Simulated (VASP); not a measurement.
# H5C10F in VASP: notebook

Runs on H5C10F. Level: PBE. Tasks: single point.

All numbers are computed with VASP 6.6.1; they aren't measurements. Logs are shortened: lines on timing, memory, paths and dates and some standing lists are left out, and cuts for length are marked.

**1. The cell of the first run**

The cell holds a slab with vacuum, 32 atoms: a = 5.049 Å, b = 5.049 Å, c = 15.836 Å, α = 90.00°, β = 90.00°, γ = 90.00°.

**2. Single point, PBE**

Input file INCAR:

```
ALGO = Normal
EDIFF = 1E-6
ENCUT = 520
GGA = PE
ISIF = 2
ISMEAR = -1
LASPH = True
LCHARG = True
LELF = True
LREAL = Auto
LVHAR = True
LWAVE = False
NBANDS = 74
NELM = 100
PREC = Accurate
SIGMA = 0.05
```

Input file KPOINTS:

```
k-points
0
Gamma
  2 2 1
```

Input file POSCAR:

```
H5C10F
1.0
    5.0487420000      0.0000000000      0.0000000000
    0.0000000000      5.0487420000      0.0000000000
    0.0000000000      0.0000000000     15.8355610000
H C F
10 20 2
Direct
    0.4277868000      0.0000000000      0.0631490000
    0.0722132000      0.0000000000      0.0631490000
    0.9277868000      0.0000000000      0.0631490000
    0.5722132000      0.0000000000      0.0631490000
    0.4277868000      0.5000000000      0.0631490000
    0.0722132000      0.5000000000      0.0631490000
    0.9277868000      0.5000000000      0.0631490000
    0.5722132000      0.5000000000      0.0631490000
    0.2499734768      0.4918152831      0.3892138206
    0.7499813912      0.4918972992      0.3892070788
    0.2500000000      0.0000000000      0.1032297000
    0.7500000000      0.0000000000      0.1032297000
    0.2500000000      0.5000000000      0.1032297000
    0.7500000000      0.5000000000      0.1032297000
    0.2500000000      0.2500000000      0.1595902000
    0.7500000000      0.2500000000      0.1595902000
    0.2500000000      0.7500000000      0.1595902000
    0.7500000000      0.7500000000      0.1595902000
   -0.0000089617      0.2509909399      0.2119303634
    0.4999979910      0.2509927858      0.2119250153
   -0.0000491150      0.7498290359      0.2203163350
    0.4999679084      0.7498146058      0.2203011055
   -0.0000705850      0.0158116721      0.2731902395
    0.4999113521      0.0158216530      0.2731830975
   -0.0000407575      0.4845249047      0.2734966095
    0.4999650177      0.4844978977      0.2734907220
    0.2499246658      0.0914391059      0.3240528485
    0.7499050864      0.0914240128      0.3240520937
    0.2499551245      0.4136560914      0.3246317333
    0.7499557376      0.4136593267      0.3246311856
    0.2499876645      0.9856330137      0.4050097840
    0.7499487184      0.9856077768      0.4050062227
```

Potentials or basis: VASP PAW PBE potentials, release 64 (H, C, F).

On the command line:

```bash
cat potpaw_PBE.64/H/POTCAR potpaw_PBE.64/C/POTCAR potpaw_PBE.64/F/POTCAR > POTCAR
mpirun -np 1 vasp_std > vasp.out
```

OUTCAR:

```text
EDIFF = 1E-6
   ENCUT = 520
   GGA = PE
   ISIF = 2
   ISMEAR = -1
   LASPH = True
   LREAL = Auto
   NELM = 100
   PREC = Accurate

 ion  position               nearest neighbor table
   1  0.428  0.000  0.063-   4 0.73  11 1.10
   2  0.072  0.000  0.063-   3 0.73  11 1.10
   3  0.928  0.000  0.063-   2 0.73  12 1.10
   4  0.572  0.000  0.063-   1 0.73  12 1.10
   5  0.428  0.500  0.063-   8 0.73  13 1.10
   6  0.072  0.500  0.063-   7 0.73  13 1.10
   7  0.928  0.500  0.063-   6 0.73  14 1.10
   8  0.572  0.500  0.063-   5 0.73  14 1.10
   9  0.250  0.492  0.389-  29 1.10
  10  0.750  0.492  0.389-  30 1.10
  11  0.250  0.000  0.103-   1 1.10   2 1.10  15 1.55  17 1.55
  12  0.750  0.000  0.103-   3 1.10   4 1.10  16 1.55  18 1.55
  13  0.250  0.500  0.103-   5 1.10   6 1.10  15 1.55  17 1.55
  14  0.750  0.500  0.103-   7 1.10   8 1.10  16 1.55  18 1.55
  15  0.250  0.250  0.160-  20 1.51  19 1.51  11 1.55  13 1.55
  16  0.750  0.250  0.160-  20 1.51  19 1.51  12 1.55  14 1.55
[... 12 lines left out ...]
  29  0.250  0.414  0.325-   9 1.10  25 1.54  26 1.54  27 1.63
  30  0.750  0.414  0.325-  10 1.10  26 1.54  25 1.54  28 1.63
  31  0.250  0.986  0.405-  27 1.39
  32  0.750  0.986  0.405-  28 1.39

  LATTYP: Found a simple tetragonal cell.
 ALAT       =     5.0487420000
 C/A-ratio  =     3.1365359925

  Lattice vectors:

 A1 = (   5.0487420000,   0.0000000000,   0.0000000000)
 A2 = (   0.0000000000,   5.0487420000,   0.0000000000)
 A3 = (   0.0000000000,   0.0000000000,  15.8355610000)

Analysis of symmetry for initial positions (statically):
=====================================================================
 Subroutine PRICEL returns:
 Original cell was already a primitive cell.

 Routine SETGRP: Setting up the symmetry group for a
 simple tetragonal supercell.

 Subroutine GETGRP returns: Found  1 space group operations
 (whereof  1 operations were pure point group operations)
 out of a pool of 16 trial point group operations.

The static configuration has the point symmetry C_1 .

Analysis of symmetry for dynamics (positions and initial velocities):
=====================================================================
 Subroutine PRICEL returns:
 Original cell was already a primitive cell.

 Routine SETGRP: Setting up the symmetry group for a
 simple tetragonal supercell.

 Subroutine GETGRP returns: Found  1 space group operations
 (whereof  1 operations were pure point group operations)
 out of a pool of 16 trial point group operations.

The dynamic configuration has the point symmetry C_1 .

 Subroutine INISYM returns: Found  1 space group operations
 (whereof  1 operations are pure point group operations),
 and found     1 'primitive' translations

----------------------------------------------------------------------------------------

                                     Primitive cell

  volume of cell :     403.6452

  direct lattice vectors                    reciprocal lattice vectors
     5.048742000  0.000000000  0.000000000     0.198069143  0.000000000  0.000000000
     0.000000000  5.048742000  0.000000000     0.000000000  0.198069143  0.000000000
     0.000000000  0.000000000 15.835561000     0.000000000  0.000000000  0.063149010

  length of vectors
     5.048742000  5.048742000 15.835561000     0.198069143  0.198069143  0.063149010

  position of ions in fractional coordinates (direct lattice)
     0.427786800  0.000000000  0.063149000
     0.072213200  0.000000000  0.063149000
     0.927786800  0.000000000  0.063149000
     0.572213200  0.000000000  0.063149000
     0.427786800  0.500000000  0.063149000
     0.072213200  0.500000000  0.063149000
[... 24 lines left out ...]
     0.249987664  0.985633014  0.405009784
     0.749948718  0.985607777  0.405006223

  ion indices of the primitive-cell ions
   primitive index   ion index
                 1           1
                 2           2
                 3           3
                 4           4
                 5           5
                 6           6
[... 24 lines left out ...]
                31          31
                32          32

----------------------------------------------------------------------------------------

 KPOINTS: k-points

Automatic generation of k-mesh.
 Grid dimensions read from file:
 generate k-points for:    2    2    1

 Generating k-lattice:

  Cartesian coordinates                     Fractional coordinates (reciprocal lattice)
     0.099034571  0.000000000  0.000000000     0.500000000  0.000000000  0.000000000
     0.000000000  0.099034571  0.000000000     0.000000000  0.500000000  0.000000000
     0.000000000  0.000000000  0.063149010     0.000000000  0.000000000  1.000000000

  Length of vectors
     0.099034571  0.099034571  0.063149010

  Shift w.r.t. Gamma in fractional coordinates (k-lattice)
     0.000000000  0.000000000  0.000000000

 Subroutine IBZKPT returns following result:
 ===========================================

 Found      4 irreducible k-points:

 Following reciprocal coordinates:
            Coordinates               Weight
  0.000000  0.000000  0.000000      1.000000
  0.500000  0.000000  0.000000      1.000000
  0.000000  0.500000  0.000000      1.000000
  0.500000  0.500000  0.000000      1.000000
   k-points           NKPTS =      4   k-points in BZ     NKDIM =      4   number of bands    NBANDS=     74
   number of dos      NEDOS =    301   number of ions     NIONS =     32
   total plane-waves  NPLWV = 192000
   dimension x,y,z NGX =    40 NGY =   40 NGZ =  120
   dimension x,y,z NGXF=    80 NGYF=   80 NGZF=  240
   ions per type =              10  20   2
   NGX,Y,Z   is equivalent  to a cutoff of  13.17, 13.17, 12.60 a.u.
   NGXF,Y,Z  is equivalent  to a cutoff of  26.34, 26.34, 25.20 a.u.
 SYSTEM =  unknown system
   PREC   = accura    normal or accurate (medium, high low for compatibility)
   ISTART =      0    job   : 0-new  1-cont  2-samecut
   ICHARG =      2    charge: 1-file 2-atom 10-const
   ISPIN  =      1    spin polarized calculation?
   LNONCOLLINEAR =      F non collinear calculations
   LSORBIT =      F    spin-orbit coupling
   LASPH  =      T    aspherical Exc in radial PAW
   ENCUT  =  520.0 eV  38.22 Ry    6.18 a.u.   9.39  9.39 29.44*2*pi/ulx,y,z
   NELM   =    100;   NELMIN=  2; NELMDL= -5     # of ELM steps
   EDIFF  = 0.1E-05   stopping-criterion for ELM
   LREAL  =      T    real-space projection
   EDIFFG = 0.1E-04   stopping-criterion for IOM
   NSW    =      0    number of steps for IOM
   IBRION =     -1    ionic relax: 0-MD 1-quasi-New 2-CG
   NFREE  =      0    steps in history (QN), initial steepest desc. (CG)
   ISIF   =      2    stress and relaxation
   ISYM   =      2    0-nonsym 1-usesym 2-fastsym
   POTIM  = 0.5000    time-step for ionic-motion
   TEBEG  =    0.0;   TEEND  =   0.0 temperature during run
   PSTRESS=    0.0 pullay stress
   NELECT =     104.0000    total number of electrons
   NUPDOWN=      -1.0000    fix difference up-down
   EMIN   =  10.00;   EMAX   =-10.00  energy-range for DOS
   EFERMI =   0.00;   METHOD = LEGACY
   ISMEAR =    -1;   SIGMA  =   0.05  broadening in eV -4-tet -1-fermi 0-gaus
   EFERMI_NEDOS =   21; number of points for ismear=-14 and -15
   IALGO  =     38    algorithm
   IMIX   =      4    mixing-type and parameters
     AMIX     =   0.40;   BMIX     =  1.00
     AMIX_MAG =   1.60;   BMIX_MAG =  1.00
  volume/ion in A,a.u.               =      12.61        85.12
  Fermi-wavevector in a.u.,A,eV,Ry     =   1.041724  1.968573 14.764892  1.085189
  Thomas-Fermi vector in A             =   2.176357
   LORBIT       =      0    0 simple, 1 ext, 2 COOP (PROOUT), +10 PAW based schemes
   GGA     = PE    functional components
   LHFCALC =     F    Hartree Fock is set to
   AEXX    =    0.0000 exact exchange contribution
   IVDW    =     0    specifies the selected vdW correction
   LEPSILON=     F    determine dielectric tensor
   LRPA    =     F    only Hartree local field effects (RPA)
 non-spin polarized calculation
  energy-cutoff  :      520.00
  volume of cell :      403.65
 maximum number of plane-waves:     10887
 NGX is ok and might be reduce to    40
   NGX = 19   NGY = 19   NGZ = 59

 number of electron     104.0000023 magnetization

 Free energy of the ion-electron system (eV)
  ---------------------------------------------------
  ext. energy  EPLUGINS =         0.00000000
  ---------------------------------------------------
  free energy    TOTEN  =      -210.65540479 eV

  energy without entropy =     -210.65540479  energy(sigma->0) =     -210.65540479

 E-fermi :   2.0171     XC(G=0):  -5.7424

 val. band max:        0.8528068283   @ k =   0.0000   0.5000   0.0000
 cond. band min:       3.1526797835   @ k =   0.0000   0.0000   0.0000
 fundamental gap:      2.2998729552
 Fermi energy:         2.0170554877

 k-point     1 :       0.0000    0.0000    0.0000
  band No.  band energies     occupation
      1     -25.3845      2.00000
      2     -24.8643      2.00000
      3     -20.2958      2.00000
      4     -18.0187      2.00000
      5     -16.1859      2.00000
      6     -15.7502      2.00000
[... 56 lines left out ...]
     63       6.2437      0.00000
     64       6.4583      0.00000

 k-point     2 :       0.5000    0.0000    0.0000
  band No.  band energies     occupation
      1     -25.1326      2.00000
      2     -25.1323      2.00000
      3     -19.1721      2.00000
      4     -19.1718      2.00000
      5     -16.9152      2.00000
      6     -16.9150      2.00000
[... 56 lines left out ...]
     63       6.8323      0.00000
     64       6.8324      0.00000

 k-point     3 :       0.0000    0.5000    0.0000
  band No.  band energies     occupation
      1     -25.3801      2.00000
      2     -24.8627      2.00000
      3     -19.7173      2.00000
      4     -18.5020      2.00000
      5     -17.3092      2.00000
      6     -16.0352      2.00000
[... 56 lines left out ...]
     63       6.7399      0.00000
     64       6.8338      0.00000

 k-point     4 :       0.5000    0.5000    0.0000
  band No.  band energies     occupation
      1     -25.1296      2.00000
      2     -25.1293      2.00000
      3     -18.6054      2.00000
      4     -18.6050      2.00000
      5     -17.3745      2.00000
      6     -17.3742      2.00000
[... 56 lines left out ...]
     63       7.0239      0.00000
     64       7.0242      0.00000
 [bands above 64 left out]

------------------------ aborting loop because EDIFF is reached ----------------------------------------

  FORCE on cell =-STRESS in cart. coord.  units (eV):
  Direction    XX          YY          ZZ          XY          YZ          ZX
  --------------------------------------------------------------------------------------
  -------------------------------------------------------------------------------------
  Total       72.9208774     -5.1474937     -3.7390294     -0.0049282     -0.3040529      0.0214819
  in kB      289.4427385    -20.4317987    -14.8412215     -0.0195613     -1.2068686      0.0852673
  external PRESSURE =      84.7232394 kB  Pullay stress =       0.0000000 kB

 VOLUME and BASIS-vectors are now :
 -----------------------------------------------------------------------------
  energy-cutoff  :      520.00
  volume of cell :      403.65
      direct lattice vectors                 reciprocal lattice vectors
     5.048742000  0.000000000  0.000000000     0.198069143  0.000000000  0.000000000
     0.000000000  5.048742000  0.000000000     0.000000000  0.198069143  0.000000000
     0.000000000  0.000000000 15.835561000     0.000000000  0.000000000  0.063149010

 POSITION                                       TOTAL-FORCE (eV/Angst)
 -----------------------------------------------------------------------------------
      2.15979      0.00000      1.00000        -8.966991     -0.039876      0.071918
      0.36459      0.00000      1.00000         8.967166     -0.039923      0.071849
      4.68416      0.00000      1.00000        -8.966986     -0.039851      0.071932
      2.88896      0.00000      1.00000         8.967107     -0.039964      0.071892
      2.15979      2.52437      1.00000        -8.961321      0.039747      0.070355
      0.36459      2.52437      1.00000         8.961565      0.039732      0.070111
[... 24 lines left out ...]
      1.26212      4.97621      6.41356        -0.001137     -0.123965      0.297432
      3.78630      4.97608      6.41350         0.000200     -0.123977      0.298254
 -----------------------------------------------------------------------------------
    total drift:                               -0.000470     -0.009210      0.022320

  FREE ENERGIE OF THE ION-ELECTRON SYSTEM (eV)
  ---------------------------------------------------
  free  energy   TOTEN  =      -210.6554047914 eV

  energy  without entropy=     -210.6554047913  energy(sigma->0) =     -210.65540479
```

Wall time 2.2 min (1 thread of Intel Xeon 6975P-C (Granite Rapids), shared host); peak memory 0.46 GiB.

Results:

```yaml
Free_energy: -210.6554 eV
Largest_force: 8.968 eV/Å
Band_gap_on_the_k_mesh: 2.30 eV
```

Forces on the atoms (eV/Å):
```
H   -8.967 -0.040  0.072
H    8.967 -0.040  0.072
H   -8.967 -0.040  0.072
H    8.967 -0.040  0.072
H   -8.961  0.040  0.070
H    8.962  0.040  0.070
H   -8.961  0.040  0.070
H    8.961  0.040  0.070
H    0.000 -0.006  0.010
H   -0.001 -0.008  0.009
C   -0.001 -0.140  0.965
C    0.000 -0.140  0.965
C   -0.001  0.132  0.984
C    0.000  0.132  0.984
C   -0.001 -0.014 -2.822
C    0.000 -0.015 -2.822
C   -0.004  0.025  0.520
C   -0.003  0.026  0.520
C   -0.002 -0.003 -0.002
C   -0.004 -0.005  0.000
C    0.004 -0.005  0.006
C    0.000 -0.002  0.014
C    0.000 -0.039 -0.002
C    0.005 -0.043 -0.002
C    0.000  0.037 -0.002
C    0.000  0.043  0.000
C    0.002  0.126 -0.275
C    0.005  0.128 -0.274
C    0.001  0.010  0.030
C    0.000  0.011  0.032
F   -0.001 -0.124  0.297
F    0.000 -0.124  0.298
```

Caveat: the k points lie up to 0.62 Å⁻¹ apart.

**3. Single point, PBE**

Input file INCAR:

```
ALGO = Normal
EDIFF = 1E-7
ENCUT = 520
GGA = PE
ISIF = 2
ISMEAR = -1
LASPH = T
LCHARG = T
LELF = T
LREAL = Auto
LVHAR = T
LWAVE = F
NBANDS = 74
NELM = 80
PREC = Accurate
SIGMA = 0.05
```

KPOINTS is that of step 2.

Input file POSCAR:

```
H5C10F
1.0
    5.0487420000      0.0000000000      0.0000000000
    0.0000000000      5.0487420000      0.0000000000
    0.0000000000      0.0000000000     15.8355610000
H C F
10 20 2
Direct
    0.4277897346      0.0000000000      0.0631490100
    0.0722160095      0.0000000000      0.0631490100
    0.9277954786      0.0000000000      0.0631490100
    0.5722217535      0.0000000000      0.0631490100
    0.4277897346      0.5000057440      0.0631490100
    0.0722160095      0.5000057440      0.0631490100
    0.9277954786      0.5000057440      0.0631490100
    0.5722217535      0.5000057440      0.0631490100
    0.2650165130      0.4855268897      0.3865792945
    0.7410756977      0.5761831363      0.3819125827
    0.2500028720      0.0000000000      0.1032296867
    0.7500086160      0.0000000000      0.1032296867
    0.2500028720      0.5000057440      0.1032296867
    0.7500086160      0.5000057440      0.1032296867
    0.2500028720      0.2500028720      0.1595901781
    0.7500086160      0.2500028720      0.1595901781
    0.2500028720      0.7500086160      0.1595901781
    0.7500086160      0.7500086160      0.1595901781
   -0.0069126131      0.2511318661      0.2153696986
    0.5185846296      0.2700474693      0.2129763511
    0.0097648087      0.7483844490      0.2209331264
    0.5110778091      0.7666464240      0.2173715222
    0.0161426351      0.0096459673      0.2725448123
    0.5048584380      0.0371181574      0.2759359141
   -0.0160039867      0.4956086090      0.2709345125
    0.5073937230      0.4940438628      0.2684527564
    0.2384554410      0.1094530083      0.3232345226
    0.7696570750      0.1006785453      0.3247816733
    0.2498840305      0.4085572208      0.3223630663
    0.7392138477      0.4334545120      0.3266887735
    0.2490125263      0.9906824314      0.4056313509
    0.7456510949      1.0112222015      0.4013182735
```

Potentials or basis: VASP PAW PBE potentials, release 64 (H, C, F).

On the command line:

```bash
cat potpaw_PBE.64/H/POTCAR potpaw_PBE.64/C/POTCAR potpaw_PBE.64/F/POTCAR > POTCAR
mpirun -np 1 vasp_std > vasp.out
```

Run time: 3 min. Hardware: 1 thread of Intel Xeon 6975P-C (Granite Rapids), shared host; peak memory 0.44 GiB.

It converged, with:

```
Free energy            : -208.4777 eV
Largest force          : 8.992 eV/Å
Band gap on the k mesh : 2.26 eV, direct
```

Forces on the atoms (eV/Å):
```
H   -8.953 -0.065  0.090
H    8.946  0.049  0.039
H   -8.968  0.052  0.067
H    8.947 -0.062  0.071
H   -8.992  0.033  0.036
H    8.951  0.114  0.026
H   -8.926  0.114  0.055
H    8.894  0.013  0.122
H   -0.195  0.236  0.121
H   -0.023 -1.634 -0.055
C   -0.237  0.060  1.221
C    0.062 -0.124  0.896
C   -0.115 -0.042  1.054
C    0.273  0.145  1.027
C    0.487  0.814 -1.868
C    1.336 -0.082 -3.076
C    1.008  0.508  0.037
C    1.055  1.160 -0.247
C    1.718  0.431 -3.160
C   -4.008 -3.200 -1.501
C   -1.141  0.598 -0.952
C   -1.755 -1.175  1.619
C   -2.874  1.915  0.659
C    1.032 -1.113 -1.947
C    2.678 -1.756  2.141
C   -1.438  1.151  2.658
C    4.253 -2.142  0.495
C   -3.266  1.253 -1.698
C   -1.011  2.653 -0.340
C    2.122  1.395 -1.282
F   -0.350  0.451 -0.302
F    0.489 -1.748  3.994
```

Levels at points of the mesh, in eV from the valence-band top:
```csv
k point,band 50,band 51,band 52,band 53,band 54,band 55
"(0.00, 0.00, 0.00)",-2.01,-0.55,0.00,2.26,3.40,3.80
"(0.50, 0.00, 0.00)",-2.47,-2.12,-1.86,3.45,3.49,4.37
"(0.00, 0.50, 0.00)",-1.94,-0.17,-0.03,3.05,3.18,3.42
"(0.50, 0.50, 0.00)",-2.87,-2.58,-2.55,4.09,4.15,4.21
```

Caveat: the k points lie up to 0.62 Å⁻¹ apart.
